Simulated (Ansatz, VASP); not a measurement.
**Two plane-wave programs on TiOs2**

File INCAR:

```
SYSTEM = TiOs2
PREC = Accurate
ENCUT = 600
EDIFF = 1E-7
ISMEAR = 0
SIGMA = 0.1
LREAL = .False.
LASPH = .True.
NELM = 60
ALGO = Fast
ISIF = 3
LWAVE = .False.
LCHARG = .False.
GGA = PE
IBRION = 2
NSW = 100
EDIFFG = -0.01
```

File KPOINTS:

```
regular mesh
0
Gamma
  14 14 14
  0 0 0
```

The input POSCAR:

```
TiOs2
1.0
    0.0000000000      2.9418639944      2.9418639944
    2.9418639944      0.0000000000      2.9418639944
    2.9418639944      2.9418639944      0.0000000000
Ti Os
1 2
Direct
    0.0000000000      0.0000000000      0.0000000000
    0.2500000000      0.2500000000      0.2500000000
    0.7500000000      0.7500000000      0.7500000000
```

Input for Ansatz:

```yaml
crystal:
  lattice:
    - [0.0, 2.9418639944, 2.9418639944]
    - [2.9418639944, 0.0, 2.9418639944]
    - [2.9418639944, 2.9418639944, 0.0]
  atoms:
    - { symbol: Ti, position: [0.0, 0.0, 0.0] }
    - { symbol: Os, position: [0.25, 0.25, 0.25] }
    - { symbol: Os, position: [0.75, 0.75, 0.75] }
basis:
  ecutwfc: 420
kpoints:
  mp_grid: { grid: [14, 14, 14] }
hamiltonian:
  xc: pbe
scf:
  occupations: { method: gaussian, width: 0.1 }
output:
  forces: true
  stress: true
  eigenvalues: true
relax:
  adjacent_minimum: "off"
  f_tol: 0.01
  max_steps: 80
  cell: { stress_tol: 0.05 }
```

Alike in both runs: task relaxation of cell and atoms; functional PBE; k mesh 14 × 14 × 14; occupations gaussian, width 0.1 eV; no spin polarisation.

|  | VASP | Ansatz |
| --- | --- | --- |
| version | VASP 6.6.1 | Ansatz 0.2.0 |
| potentials or method | VASP PAW PBE potentials, release 64 (Ti_sv, Os), cutoff 600 eV | scalar-relativistic, plane waves, PAW |
| valence electrons in the cell | 28 | 44 |

```csv
,VASP,Ansatz,Ansatz less VASP
"gap on the k mesh at the Fermi level, each at its own relaxed structure (eV)",none,none,-
relaxed volume (Å³/atom),16.97,16.98,+0.008
relaxed cell length with the largest relative difference (Å),4.160,4.161,+0.0006
```

A gap of «none» marks a metal or a gap that the smearing closes. VASP's potentials hold 28 valence electrons a cell and Ansatz's 44, so a difference there can come from the potentials and not from the codes.

Neither program's run includes spin-orbit coupling. Noted on VASP's run: the relaxation stopped at its first step, so nothing moved.
